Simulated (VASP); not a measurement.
# Nb2AlC (P6_3/mmc) in VASP: single point with LDA

Aim: the single point of Nb2AlC with LDA.

Everything below comes from runs of VASP 6.6.1. Logs are shortened: lines on timing, memory, paths and dates and some standing lists are left out, and cuts for length are marked.

## 1. The cell of the first run

It takes space group P6_3/mmc (No. 194, hexagonal). Conventional cell: a = 3.074 Å, b = 3.074 Å, c = 13.745 Å, α = 90.00°, β = 90.00°, γ = 120.00°. Within 3.7 Å of Al (site symmetry -6m2) lie 6 Nb at 2.83 Å and 6 Al at 3.07 Å. Nb (site symmetry 3m) has 3 C at 2.16 Å and 3 Al at 2.83 Å within 2.9 Å. Within 2.9 Å of C (site symmetry -3m) lie 6 Nb at 2.16 Å.

## 2. Single point, LDA

INCAR reads:

```
  PREC = Accurate
  ENCUT = 520
  EDIFF = 1E-6
  ISMEAR = 0
  SIGMA = 0.1
  LREAL = F
  LASPH = T
  NELM = 60
  ALGO = Normal
  ISIF = 2
  LWAVE = F
  LCHARG = F
  GGA = CA
  NBANDS = 43
```

KPOINTS reads:

```
Automatic mesh
0
Gamma
  12 12 4
```

POSCAR reads:

```
Nb2AlC
1.0
    3.0744485438      0.0000000000      0.0000000000
   -1.5372242719      2.6625505415      0.0000000000
    0.0000000000      0.0000000000     13.7445818888
Al Nb C
2 4 2
Direct
    0.3333333333      0.6666666667      0.7500000000
    0.6666666667      0.3333333333      0.2500000000
    0.3333333333      0.6666666667      0.0892697514
    0.6666666667      0.3333333333      0.5892697514
    0.6666666667      0.3333333333      0.9107302486
    0.3333333333      0.6666666667      0.4107302486
    0.0000000000      0.0000000000      0.0000000000
    0.0000000000      0.0000000000      0.5000000000
```

Potentials or basis: VASP PAW LDA potentials, release 64 (Al, Nb_sv, C).

Run with:

```console
$ cat potpaw_LDA.64/Al/POTCAR potpaw_LDA.64/Nb_sv/POTCAR potpaw_LDA.64/C/POTCAR > POTCAR
$ mpirun -np 1 vasp_std > vasp.out
```

OUTCAR:

```text
PREC = Accurate
   ENCUT = 520
   EDIFF = 1E-6
   ISMEAR = 0
   LREAL = F
   LASPH = T
   NELM = 60
   ISIF = 2
   GGA = CA

 ion  position               nearest neighbor table
   1  0.333  0.667  0.750-   4 2.83   5 2.83   4 2.83   5 2.83   4 2.83   5 2.83
   2  0.667  0.333  0.250-   3 2.83   6 2.83   3 2.83   6 2.83   3 2.83   6 2.83
   3  0.333  0.667  0.089-   7 2.16   7 2.16   7 2.16   2 2.83   2 2.83   2 2.83   5 3.03   5 3.03
                             5 3.03
   4  0.667  0.333  0.589-   8 2.16   8 2.16   8 2.16   1 2.83   1 2.83   1 2.83   6 3.03   6 3.03
                             6 3.03
   5  0.667  0.333  0.911-   7 2.16   7 2.16   7 2.16   1 2.83   1 2.83   1 2.83   3 3.03   3 3.03
                             3 3.03
   6  0.333  0.667  0.411-   8 2.16   8 2.16   8 2.16   2 2.83   2 2.83   2 2.83   4 3.03   4 3.03
                             4 3.03
   7  0.000  0.000  0.000-   3 2.16   5 2.16   3 2.16   5 2.16   5 2.16   3 2.16
   8  0.000  0.000  0.500-   4 2.16   6 2.16   6 2.16   4 2.16   4 2.16   6 2.16

  LATTYP: Found a hexagonal cell.
 ALAT       =     3.0744485438
 C/A-ratio  =     4.4705844619

  Lattice vectors:

 A1 = (   3.0744485438,   0.0000000000,   0.0000000000)
 A2 = (  -1.5372242719,   2.6625505415,   0.0000000000)
 A3 = (   0.0000000000,   0.0000000000,  13.7445818888)

Analysis of symmetry for initial positions (statically):
=====================================================================
 Subroutine PRICEL returns:
 Original cell was already a primitive cell.

 Routine SETGRP: Setting up the symmetry group for a
 hexagonal supercell.

 Subroutine GETGRP returns: Found 24 space group operations
 (whereof 12 operations were pure point group operations)
 out of a pool of 24 trial point group operations.

The static configuration has the point symmetry D_3d.
 The point group associated with its full space group is D_6h.

Analysis of symmetry for dynamics (positions and initial velocities):
=====================================================================
 Subroutine PRICEL returns:
 Original cell was already a primitive cell.

 Routine SETGRP: Setting up the symmetry group for a
 hexagonal supercell.

 Subroutine GETGRP returns: Found 24 space group operations
 (whereof 12 operations were pure point group operations)
 out of a pool of 24 trial point group operations.

The dynamic configuration has the point symmetry D_3d.
 The point group associated with its full space group is D_6h.

 Subroutine INISYM returns: Found 24 space group operations
 (whereof 12 operations are pure point group operations),
 and found     1 'primitive' translations

----------------------------------------------------------------------------------------

                                     Primitive cell

  volume of cell :     112.5114

  direct lattice vectors                    reciprocal lattice vectors
     3.074448544  0.000000000  0.000000000     0.325261583  0.187789862  0.000000000
    -1.537224272  2.662550541  0.000000000     0.000000000  0.375579725  0.000000000
     0.000000000  0.000000000 13.744581889     0.000000000  0.000000000  0.072755942

  length of vectors
     3.074448544  3.074448544 13.744581889     0.375579725  0.375579725  0.072755942

  position of ions in fractional coordinates (direct lattice)
     0.333333333  0.666666667  0.750000000
     0.666666667  0.333333333  0.250000000
     0.333333333  0.666666667  0.089269751
     0.666666667  0.333333333  0.589269751
     0.666666667  0.333333333  0.910730249
     0.333333333  0.666666667  0.410730249
     0.000000000  0.000000000  0.000000000
     0.000000000  0.000000000  0.500000000

  ion indices of the primitive-cell ions
   primitive index   ion index
                 1           1
                 2           2
                 3           3
                 4           4
                 5           5
                 6           6
                 7           7
                 8           8

----------------------------------------------------------------------------------------

 KPOINTS: Automatic mesh

Automatic generation of k-mesh.
 Grid dimensions read from file:
 generate k-points for:   12   12    4

 Generating k-lattice:

  Cartesian coordinates                     Fractional coordinates (reciprocal lattice)
     0.027105132  0.015649155  0.000000000     0.083333333  0.000000000  0.000000000
     0.000000000  0.031298310  0.000000000     0.000000000  0.083333333  0.000000000
     0.000000000  0.000000000  0.018188985     0.000000000  0.000000000  0.250000000

  Length of vectors
     0.031298310  0.031298310  0.018188985

  Shift w.r.t. Gamma in fractional coordinates (k-lattice)
     0.000000000  0.000000000  0.000000000

 Subroutine IBZKPT returns following result:
 ===========================================

 Found     57 irreducible k-points:

 Following reciprocal coordinates:
            Coordinates               Weight
  0.000000  0.000000  0.000000      1.000000
  0.083333 -0.000000  0.000000      6.000000
  0.166667 -0.000000  0.000000      6.000000
  0.250000  0.000000  0.000000      6.000000
  0.333333  0.000000  0.000000      6.000000
  0.416667  0.000000  0.000000      6.000000
[... 16 lines left out ...]
  0.250000  0.000000  0.250000     12.000000
  0.333333  0.000000  0.250000     12.000000
 [... further k-points ...]
   k-points           NKPTS =     57   k-points in BZ     NKDIM =     57   number of bands    NBANDS=     43
   number of dos      NEDOS =    301   number of ions     NIONS =      8
   total plane-waves  NPLWV =  62208
   dimension x,y,z NGX =    24 NGY =   24 NGZ =  108
   dimension x,y,z NGXF=    48 NGYF=   48 NGZF=  216
   ions per type =               2   4   2
   NGX,Y,Z   is equivalent  to a cutoff of  12.98, 12.98, 13.06 a.u.
   NGXF,Y,Z  is equivalent  to a cutoff of  25.96, 25.96, 26.13 a.u.
 SYSTEM =  unknown system
   PREC   = accura    normal or accurate (medium, high low for compatibility)
   ISTART =      0    job   : 0-new  1-cont  2-samecut
   ICHARG =      2    charge: 1-file 2-atom 10-const
   ISPIN  =      1    spin polarized calculation?
   LNONCOLLINEAR =      F non collinear calculations
   LSORBIT =      F    spin-orbit coupling
   LASPH  =      T    aspherical Exc in radial PAW
   ENCUT  =  520.0 eV  38.22 Ry    6.18 a.u.   5.72  5.72 25.56*2*pi/ulx,y,z
   NELM   =     60;   NELMIN=  2; NELMDL= -5     # of ELM steps
   EDIFF  = 0.1E-05   stopping-criterion for ELM
   LREAL  =      F    real-space projection
   EDIFFG = 0.1E-04   stopping-criterion for IOM
   NSW    =      0    number of steps for IOM
   IBRION =     -1    ionic relax: 0-MD 1-quasi-New 2-CG
   NFREE  =      0    steps in history (QN), initial steepest desc. (CG)
   ISIF   =      2    stress and relaxation
   ISYM   =      2    0-nonsym 1-usesym 2-fastsym
   POTIM  = 0.5000    time-step for ionic-motion
   TEBEG  =    0.0;   TEEND  =   0.0 temperature during run
   PSTRESS=    0.0 pullay stress
   NELECT =      66.0000    total number of electrons
   NUPDOWN=      -1.0000    fix difference up-down
   EMIN   =  10.00;   EMAX   =-10.00  energy-range for DOS
   EFERMI =   0.00;   METHOD = LEGACY
   ISMEAR =     0;   SIGMA  =   0.10  broadening in eV -4-tet -1-fermi 0-gaus
   EFERMI_NEDOS =   21; number of points for ismear=-14 and -15
   IALGO  =     38    algorithm
   IMIX   =      4    mixing-type and parameters
     AMIX     =   0.40;   BMIX     =  1.00
     AMIX_MAG =   1.60;   BMIX_MAG =  1.00
  volume/ion in A,a.u.               =      14.06        94.91
  Fermi-wavevector in a.u.,A,eV,Ry     =   1.370431  2.589740 25.552856  1.878082
  Thomas-Fermi vector in A             =   2.496218
   LORBIT       =      0    0 simple, 1 ext, 2 COOP (PROOUT), +10 PAW based schemes
   GGA     = CA    functional components
   LHFCALC =     F    Hartree Fock is set to
   AEXX    =    0.0000 exact exchange contribution
   IVDW    =     0    specifies the selected vdW correction
   LEPSILON=     F    determine dielectric tensor
   LRPA    =     F    only Hartree local field effects (RPA)
 non-spin polarized calculation
 Gauss-broadening in eV      SIGMA  =   0.10
  energy-cutoff  :      520.00
  volume of cell :      112.51
 maximum number of plane-waves:      3052
 NGX is ok and might be reduce to    24
   NGX = 11   NGY = 11   NGZ = 51

 number of electron      66.0000005 magnetization

 Free energy of the ion-electron system (eV)
  ---------------------------------------------------
  ext. energy  EPLUGINS =         0.00000000
  ---------------------------------------------------
  free energy    TOTEN  =       -78.32584548 eV

  energy without entropy =      -78.31176891  energy(sigma->0) =      -78.31880719

 E-fermi :  10.6018     XC(G=0): -12.2665

 val. band max:       10.5965485078   @ k =   0.0833   0.0833   0.2500
 cond. band min:      10.6183446624   @ k =   0.1667   0.0833   0.2500
 fundamental gap:      0.0217961547
 Fermi energy:        10.6018450263

 k-point     1 :       0.0000    0.0000    0.0000
  band No.  band energies     occupation
      1     -44.1198      2.00000
      2     -44.1196      2.00000
      3     -44.0244      2.00000
      4     -44.0241      2.00000
      5     -20.8077      2.00000
      6     -20.7990      2.00000
[... 35 lines left out ...]
     42      12.8268      0.00000
     43      13.7131      0.00000

 k-point     2 :       0.0833   -0.0000    0.0000
  band No.  band energies     occupation
      1     -44.1118      2.00000
      2     -44.1116      2.00000
      3     -44.0191      2.00000
      4     -44.0189      2.00000
      5     -20.7932      2.00000
      6     -20.7849      2.00000
[... 35 lines left out ...]
     42      12.9938      0.00000
     43      14.2586      0.00000

 k-point     3 :       0.1667   -0.0000    0.0000
  band No.  band energies     occupation
      1     -44.0895      2.00000
      2     -44.0893      2.00000
      3     -44.0051      2.00000
      4     -44.0049      2.00000
      5     -20.7559      2.00000
      6     -20.7487      2.00000
[... 35 lines left out ...]
     42      13.2194      0.00000
     43      15.0134      0.00000

 k-point     4 :       0.2500    0.0000    0.0000
  band No.  band energies     occupation
      1     -44.0581      2.00000
      2     -44.0579      2.00000
      3     -43.9866      2.00000
      4     -43.9865      2.00000
      5     -20.7192      2.00000
      6     -20.7140      2.00000
[... 863 lines left out ...]
     42      13.1918      0.00000
     43      15.0729      0.00000

 k-point    23 :       0.2500    0.0000    0.2500
  band No.  band energies     occupation
      1     -44.0581      2.00000
      2     -44.0580      2.00000
      3     -43.9866      2.00000
      4     -43.9865      2.00000
      5     -20.7185      2.00000
      6     -20.7147      2.00000
[... 35 lines left out ...]
     42      13.2667      0.00000
     43      14.7785      0.00000

 k-point    24 :       0.3333    0.0000    0.2500
  band No.  band energies     occupation
      1     -44.0249      2.00000
      2     -44.0248      2.00000
      3     -43.9696      2.00000
      4     -43.9695      2.00000
      5     -20.7408      2.00000
      6     -20.7391      2.00000
[... 35 lines left out ...]
     42      13.3036      0.00000
     43      14.2575      0.00000

 [... further k-points ...]

------------------------ aborting loop because EDIFF is reached ----------------------------------------

  FORCE on cell =-STRESS in cart. coord.  units (eV):
  Direction    XX          YY          ZZ          XY          YZ          ZX
  --------------------------------------------------------------------------------------
  -------------------------------------------------------------------------------------
  Total        0.0159562      0.0159562      0.0215444     -0.0000000      0.0000000      0.0000000
  in kB        0.2272178      0.2272178      0.3067944     -0.0000000      0.0000000      0.0000000
  external PRESSURE =       0.2537433 kB  Pullay stress =       0.0000000 kB

 VOLUME and BASIS-vectors are now :
 -----------------------------------------------------------------------------
  energy-cutoff  :      520.00
  volume of cell :      112.51
      direct lattice vectors                 reciprocal lattice vectors
     3.074448544  0.000000000  0.000000000     0.325261583  0.187789862  0.000000000
    -1.537224272  2.662550541  0.000000000     0.000000000  0.375579725  0.000000000
     0.000000000  0.000000000 13.744581889     0.000000000  0.000000000  0.072755942

 POSITION                                       TOTAL-FORCE (eV/Angst)
 -----------------------------------------------------------------------------------
     -0.00000      1.77503     10.30844        -0.000000      0.000000      0.000000
      1.53722      0.88752      3.43615         0.000000      0.000000      0.000000
     -0.00000      1.77503      1.22698        -0.000000     -0.000000      0.006858
      1.53722      0.88752      8.09927         0.000000      0.000000      0.006858
      1.53722      0.88752     12.51761         0.000000      0.000000     -0.006858
     -0.00000      1.77503      5.64532        -0.000000     -0.000000     -0.006858
      0.00000      0.00000      0.00000         0.000000      0.000000      0.000000
      0.00000      0.00000      6.87229        -0.000000      0.000000      0.000000
 -----------------------------------------------------------------------------------
    total drift:                               -0.000000      0.000000     -0.000000

  FREE ENERGIE OF THE ION-ELECTRON SYSTEM (eV)
  ---------------------------------------------------
  free  energy   TOTEN  =       -78.3258454759 eV

  energy  without entropy=      -78.3117689140  energy(sigma->0) =      -78.31880719
```

Wall time 4.1 min (1 thread of Intel Xeon Platinum 8259CL at 2.50GHz (Skylake/Cascade Lake), shared host); peak memory 0.34 GiB.

What came out:

```yaml
Free_energy: -78.3258 eV
Pressure: 0.0 GPa
Largest_force: 0.007 eV/Å
Band_gap_on_the_k_mesh: zero (bands 33 and 34 overlap by 2.54 eV)
```

Forces on the atoms (eV/Å):
```
Al   0.000  0.000  0.000
Al   0.000  0.000  0.000
Nb   0.000  0.000  0.007
Nb   0.000  0.000  0.007
Nb   0.000  0.000 -0.007
Nb   0.000  0.000 -0.007
C    0.000  0.000  0.000
C    0.000  0.000  0.000
```

Levels at points of the mesh, in eV from the Fermi level:
```
           k point  band 30  band 31  band 32  band 33  band 34  band 35  band 36  band 37
(0.00, 0.00, 0.00)    -0.94    -0.36    -0.36    -0.33    -0.33     1.09     1.09     1.20
(0.50, 0.00, 0.00)    -2.55    -1.33    -1.24     1.15     1.53     1.79     1.87     2.02
(0.00, 0.00, 0.50)    -1.13    -0.34    -0.34    -0.34    -0.34     1.14     1.14     1.14
(0.50, 0.00, 0.50)    -2.85    -1.28    -1.28     1.60     1.60     1.74     1.74     1.96
```

The gap in the log of VASP goes by the Fermi energy; the results here count the filled bands.